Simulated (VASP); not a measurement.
# Ce3GaI3 (Pm-3m) in VASP: single point with r2SCAN

Aim: the single point of Ce3GaI3 with r2SCAN.

Everything below comes from runs of VASP 6.6.1. Logs are shortened: lines on timing, memory, paths and dates and some standing lists are left out, and cuts for length are marked.

### Step 1. The cell of the first run

It takes space group Pm-3m (No. 221, cubic). The conventional cell has a = 6.057 Å, b = 6.057 Å, c = 6.057 Å, α = 90.00°, β = 90.00°, γ = 90.00°. Ce (site symmetry 4/mmm) has 2 Ga at 3.03 Å and 4 I at 3.03 Å within 4.0 Å. Ga (site symmetry m-3m) has 6 Ce at 3.03 Å within 4.0 Å. Within 4.0 Å of I (site symmetry 4/mmm) lie 4 Ce at 3.03 Å.

### Step 2. Single point, r2SCAN

File POSCAR:

```
Ce3GaI3
1.0
    6.0570258422      0.0000000000      0.0000000000
    0.0000000000      6.0570258422      0.0000000000
    0.0000000000      0.0000000000      6.0570258422
Ce Ga I
3 1 3
Direct
    0.5000000000      0.5000000000      0.0000000000
    0.0000000000      0.5000000000      0.5000000000
    0.5000000000      0.0000000000      0.5000000000
    0.5000000000      0.5000000000      0.5000000000
    0.5000000000      0.0000000000      0.0000000000
    0.0000000000      0.5000000000      0.0000000000
    0.0000000000      0.0000000000      0.5000000000
```

File INCAR.step1:

```
ALGO = Normal ; EDIFF = 1E-4
ENCUT = 520 ; GGA = PE
ISMEAR = 0 ; LASPH = True
LCHARG = False ; LREAL = False
LWAVE = True ; NBANDS = 44
NELM = 100 ; PREC = Accurate
SIGMA = 0.0481
```

File INCAR.step2:

```
ALGO = Normal ; EDIFF = 1E-6
ENCUT = 520 ; ISIF = 2
ISMEAR = 0 ; ISTART = 1
LASPH = True ; LCHARG = False
LMIXTAU = True ; LREAL = False
LWAVE = False ; METAGGA = R2SCAN
NBANDS = 44 ; NELM = 100
PREC = Accurate ; SIGMA = 0.0481
```

File KPOINTS:

```
k-points
0
Gamma
  4 4 4
```

Potentials or basis: VASP PAW PBE potentials, release 64 (Ce, Ga_d, I).

Started as:

```console
> cat potpaw_PBE.64/Ce/POTCAR potpaw_PBE.64/Ga_d/POTCAR potpaw_PBE.64/I/POTCAR > POTCAR
> cp INCAR.step1 INCAR
> mpirun -np 1 vasp_std > vasp.out
> cp INCAR.step2 INCAR
> mpirun -np 1 vasp_std > vasp.out
```

OUTCAR:

```text
EDIFF = 1E-6
   ENCUT = 520
   ISIF = 2
   ISMEAR = 0
   ISTART = 1
   LASPH = True
   LREAL = False
   METAGGA = R2SCAN
   NELM = 100
   PREC = Accurate

 ion  position               nearest neighbor table
   1  0.500  0.500  0.000-   4 3.03   5 3.03   6 3.03   4 3.03   5 3.03   6 3.03
   2  0.000  0.500  0.500-   4 3.03   6 3.03   7 3.03   6 3.03   7 3.03   4 3.03
   3  0.500  0.000  0.500-   4 3.03   5 3.03   7 3.03   5 3.03   4 3.03   7 3.03
   4  0.500  0.500  0.500-   1 3.03   2 3.03   3 3.03   1 3.03   3 3.03   2 3.03
   5  0.500  0.000  0.000-   1 3.03   3 3.03   3 3.03   1 3.03
   6  0.000  0.500  0.000-   1 3.03   2 3.03   2 3.03   1 3.03
   7  0.000  0.000  0.500-   2 3.03   3 3.03   2 3.03   3 3.03

  LATTYP: Found a simple cubic cell.
 ALAT       =     6.0570258422

  Lattice vectors:

 A1 = (   6.0570258422,   0.0000000000,   0.0000000000)
 A2 = (   0.0000000000,   6.0570258422,   0.0000000000)
 A3 = (   0.0000000000,   0.0000000000,   6.0570258422)

Analysis of symmetry for initial positions (statically):
=====================================================================
 Subroutine PRICEL returns:
 Original cell was already a primitive cell.

 Routine SETGRP: Setting up the symmetry group for a
 simple cubic supercell.

 Subroutine GETGRP returns: Found 48 space group operations
 (whereof 48 operations were pure point group operations)
 out of a pool of 48 trial point group operations.

The static configuration has the point symmetry O_h .

Analysis of symmetry for dynamics (positions and initial velocities):
=====================================================================
 Subroutine PRICEL returns:
 Original cell was already a primitive cell.

 Routine SETGRP: Setting up the symmetry group for a
 simple cubic supercell.

 Subroutine GETGRP returns: Found 48 space group operations
 (whereof 48 operations were pure point group operations)
 out of a pool of 48 trial point group operations.

The dynamic configuration has the point symmetry O_h .

 Subroutine INISYM returns: Found 48 space group operations
 (whereof 48 operations are pure point group operations),
 and found     1 'primitive' translations

----------------------------------------------------------------------------------------

                                     Primitive cell

  volume of cell :     222.2175

  direct lattice vectors                    reciprocal lattice vectors
     6.057025842  0.000000000  0.000000000     0.165097529  0.000000000  0.000000000
     0.000000000  6.057025842  0.000000000     0.000000000  0.165097529  0.000000000
     0.000000000  0.000000000  6.057025842     0.000000000  0.000000000  0.165097529

  length of vectors
     6.057025842  6.057025842  6.057025842     0.165097529  0.165097529  0.165097529

  position of ions in fractional coordinates (direct lattice)
     0.500000000  0.500000000  0.000000000
     0.000000000  0.500000000  0.500000000
     0.500000000  0.000000000  0.500000000
     0.500000000  0.500000000  0.500000000
     0.500000000  0.000000000  0.000000000
     0.000000000  0.500000000  0.000000000
     0.000000000  0.000000000  0.500000000

  ion indices of the primitive-cell ions
   primitive index   ion index
                 1           1
                 2           2
                 3           3
                 4           4
                 5           5
                 6           6
                 7           7

----------------------------------------------------------------------------------------

 KPOINTS: k-points

Automatic generation of k-mesh.
 Grid dimensions read from file:
 generate k-points for:    4    4    4

 Generating k-lattice:

  Cartesian coordinates                     Fractional coordinates (reciprocal lattice)
     0.041274382  0.000000000  0.000000000     0.250000000  0.000000000  0.000000000
     0.000000000  0.041274382  0.000000000     0.000000000  0.250000000  0.000000000
     0.000000000  0.000000000  0.041274382     0.000000000  0.000000000  0.250000000

  Length of vectors
     0.041274382  0.041274382  0.041274382

  Shift w.r.t. Gamma in fractional coordinates (k-lattice)
     0.000000000  0.000000000  0.000000000

 Subroutine IBZKPT returns following result:
 ===========================================

 Found     10 irreducible k-points:

 Following reciprocal coordinates:
            Coordinates               Weight
  0.000000  0.000000  0.000000      1.000000
  0.250000  0.000000  0.000000      6.000000
  0.500000  0.000000  0.000000      3.000000
  0.250000  0.250000  0.000000     12.000000
  0.500000  0.250000  0.000000     12.000000
  0.500000  0.500000  0.000000      3.000000
  0.250000  0.250000  0.250000      8.000000
  0.500000  0.250000  0.250000     12.000000
  0.500000  0.500000  0.250000      6.000000
  0.500000  0.500000  0.500000      1.000000
   k-points           NKPTS =     10   k-points in BZ     NKDIM =     10   number of bands    NBANDS=     44
   number of dos      NEDOS =    301   number of ions     NIONS =      7
   total plane-waves  NPLWV = 110592
   dimension x,y,z NGX =    48 NGY =   48 NGZ =   48
   dimension x,y,z NGXF=    96 NGYF=   96 NGZF=   96
   ions per type =               3   1   3
   NGX,Y,Z   is equivalent  to a cutoff of  13.17, 13.17, 13.17 a.u.
   NGXF,Y,Z  is equivalent  to a cutoff of  26.35, 26.35, 26.35 a.u.
 SYSTEM =  unknown system
   PREC   = accura    normal or accurate (medium, high low for compatibility)
   ISTART =      1    job   : 0-new  1-cont  2-samecut
   ICHARG =      0    charge: 1-file 2-atom 10-const
   ISPIN  =      1    spin polarized calculation?
   LNONCOLLINEAR =      F non collinear calculations
   LSORBIT =      F    spin-orbit coupling
   LASPH  =      T    aspherical Exc in radial PAW
   ENCUT  =  520.0 eV  38.22 Ry    6.18 a.u.  11.26 11.26 11.26*2*pi/ulx,y,z
   NELM   =    100;   NELMIN=  2; NELMDL=  0     # of ELM steps
   EDIFF  = 0.1E-05   stopping-criterion for ELM
   LREAL  =      F    real-space projection
   EDIFFG = 0.1E-04   stopping-criterion for IOM
   NSW    =      0    number of steps for IOM
   IBRION =     -1    ionic relax: 0-MD 1-quasi-New 2-CG
   NFREE  =      0    steps in history (QN), initial steepest desc. (CG)
   ISIF   =      2    stress and relaxation
   ISYM   =      2    0-nonsym 1-usesym 2-fastsym
   POTIM  = 0.5000    time-step for ionic-motion
   TEBEG  =    0.0;   TEEND  =   0.0 temperature during run
   PSTRESS=    0.0 pullay stress
   NELECT =      70.0000    total number of electrons
   NUPDOWN=      -1.0000    fix difference up-down
   EMIN   =  10.00;   EMAX   =-10.00  energy-range for DOS
   EFERMI =   0.00;   METHOD = LEGACY
   ISMEAR =     0;   SIGMA  =   0.05  broadening in eV -4-tet -1-fermi 0-gaus
   EFERMI_NEDOS =   21; number of points for ismear=-14 and -15
   IALGO  =     38    algorithm
   IMIX   =      4    mixing-type and parameters
     AMIX     =   0.40;   BMIX     =  1.00
     AMIX_MAG =   1.60;   BMIX_MAG =  1.00
  volume/ion in A,a.u.               =      31.75       214.23
  Fermi-wavevector in a.u.,A,eV,Ry     =   1.113905  2.104975 16.881891  1.240784
  Thomas-Fermi vector in A             =   2.250494
   LORBIT       =      0    0 simple, 1 ext, 2 COOP (PROOUT), +10 PAW based schemes
   METAGGA = R2SCAN    functional components
   LHFCALC =     F    Hartree Fock is set to
   AEXX    =    0.0000 exact exchange contribution
   IVDW    =     0    specifies the selected vdW correction
   LEPSILON=     F    determine dielectric tensor
   LRPA    =     F    only Hartree local field effects (RPA)
 non-spin polarized calculation
 Gauss-broadening in eV      SIGMA  =   0.05
  energy-cutoff  :      520.00
  volume of cell :      222.22
 maximum number of plane-waves:      6031
 NGX is ok and might be reduce to    48
   NGX = 23   NGY = 23   NGZ = 23

 number of electron      70.0000025 magnetization

 Free energy of the ion-electron system (eV)
  ---------------------------------------------------
  ext. energy  EPLUGINS =         0.00000000
  ---------------------------------------------------
  free energy    TOTEN  =      -183.97359438 eV

  energy without entropy =     -183.93705386  energy(sigma->0) =     -183.95532412

 E-fermi :   7.1476     XC(G=0): -10.1288

 val. band max:        7.1442001669   @ k =   0.5000   0.5000   0.2500
 cond. band min:       7.1567744365   @ k =   0.5000   0.5000   0.0000
 fundamental gap:      0.0125742697
 Fermi energy:         7.1475869588

 k-point     1 :       0.0000    0.0000    0.0000
  band No.  band energies     occupation
      1     -29.2187      2.00000
      2     -29.1793      2.00000
      3     -29.1793      2.00000
      4     -11.9361      2.00000
      5     -11.9361      2.00000
      6     -11.9361      2.00000
[... 36 lines left out ...]
     43       7.5500      0.00000
     44       7.5529      0.00000

 k-point     2 :       0.2500    0.0000    0.0000
  band No.  band energies     occupation
      1     -29.2137      2.00000
      2     -29.1840      2.00000
      3     -29.1791      2.00000
      4     -12.0164      2.00000
      5     -11.9445      2.00000
      6     -11.9193      2.00000
[... 36 lines left out ...]
     43       7.4833      0.00000
     44       7.4872      0.00000

 k-point     3 :       0.5000    0.0000    0.0000
  band No.  band energies     occupation
      1     -29.2055      2.00000
      2     -29.1919      2.00000
      3     -29.1787      2.00000
      4     -12.0934      2.00000
      5     -12.0325      2.00000
      6     -11.8918      2.00000
[... 318 lines left out ...]
     43       7.4594      0.00000
     44       7.4683      0.00000

 k-point    10 :       0.5000    0.5000    0.5000
  band No.  band energies     occupation
      1     -29.1920      2.00000
      2     -29.1920      2.00000
      3     -29.1920      2.00000
      4     -12.3777      2.00000
      5     -12.3777      2.00000
      6     -12.3777      2.00000
[... 36 lines left out ...]
     43       7.4707      0.00000
     44       7.4712      0.00000

------------------------ aborting loop because EDIFF is reached ----------------------------------------

  FORCE on cell =-STRESS in cart. coord.  units (eV):
  Direction    XX          YY          ZZ          XY          YZ          ZX
  --------------------------------------------------------------------------------------
  -------------------------------------------------------------------------------------
  Total        6.6839067      6.6839067      6.6839067     -0.0000000      0.0000000     -0.0000000
  in kB       48.1906383     48.1906383     48.1906383     -0.0000000      0.0000000     -0.0000000
  external PRESSURE =      48.1906383 kB  Pullay stress =       0.0000000 kB

 VOLUME and BASIS-vectors are now :
 -----------------------------------------------------------------------------
  energy-cutoff  :      520.00
  volume of cell :      222.22
      direct lattice vectors                 reciprocal lattice vectors
     6.057025842  0.000000000  0.000000000     0.165097529  0.000000000  0.000000000
     0.000000000  6.057025842  0.000000000     0.000000000  0.165097529  0.000000000
     0.000000000  0.000000000  6.057025842     0.000000000  0.000000000  0.165097529

 POSITION                                       TOTAL-FORCE (eV/Angst)
 -----------------------------------------------------------------------------------
      3.02851      3.02851      0.00000         0.000000      0.000000      0.000000
      0.00000      3.02851      3.02851         0.000000      0.000000      0.000000
      3.02851      0.00000      3.02851         0.000000      0.000000      0.000000
      3.02851      3.02851      3.02851         0.000000      0.000000      0.000000
      3.02851      0.00000      0.00000         0.000000      0.000000      0.000000
      0.00000      3.02851      0.00000         0.000000      0.000000      0.000000
      0.00000      0.00000      3.02851         0.000000      0.000000      0.000000
 -----------------------------------------------------------------------------------
    total drift:                                0.000000     -0.000000     -0.000000

  FREE ENERGIE OF THE ION-ELECTRON SYSTEM (eV)
  ---------------------------------------------------
  free  energy   TOTEN  =      -183.9735943821 eV

  energy  without entropy=     -183.9370538574  energy(sigma->0) =     -183.95532412
```

Run time: 7.5 min. Hardware: 1 thread of Intel Xeon Platinum 8375C at 2.90GHz (Ice Lake), shared host; peak memory 0.42 GiB.

What came out:

- Free energy: -183.9736 eV
- Pressure: 4.8 GPa
- Band gap on the k mesh: zero (band 35 reaches 7.16 eV, above the bottom of band 36 at 7.03 eV)

Caveat: the PAW data sets were made with another functional, which shifts forces and pressure a little; spin-orbit coupling is left out, which moves the levels of the heavy elements; the run has no spin polarisation, though such a crystal can be magnetic; without U or exact exchange the open f shell lies at the Fermi level, which spoils levels, moments and volumes. Spin polarisation is off, so any magnetic state and its effect on volume and gap are missing.
